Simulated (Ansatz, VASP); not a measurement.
SrO in VASP and in Ansatz

```xyz
2
Lattice="0.0000 2.5323 2.5323 2.5323 0.0000 2.5323 2.5323 2.5323 0.0000" Properties=species:S:1:pos:R:3 pbc="T T T"
Sr    0.0000    0.0000    0.0000
O     2.5323    2.5323    2.5323
```

Alike in both runs: functional LDA; k mesh 8 × 8 × 8; occupations gaussian, width 0.02 eV; no spin polarisation.

Ansatz relaxed the structure, and its values are those at the end. VASP's run is a single point on that final structure, the one shown.

```csv
,VASP,Ansatz
version,VASP 6.6.1,Ansatz 0.2.0
potentials or method,"VASP PAW LDA potentials, release 64 (Sr_sv, O), cutoff 600 eV","scalar-relativistic, plane waves, PAW"
valence electrons in the cell,16,16
```

```tsv
	VASP	Ansatz	Ansatz less VASP
gap on the k mesh at the Fermi level (eV)	3.06	3.12	+0.062
least direct gap on the mesh (eV)	3.11	3.16	+0.053
pressure (GPa)	0.7	0.0	-0.71
```

Ansatz warns that its potentials were made for another functional, while VASP's fit it. LDA's correlation is that of Perdew and Zunger in VASP and of Perdew and Wang (1992) in Ansatz.
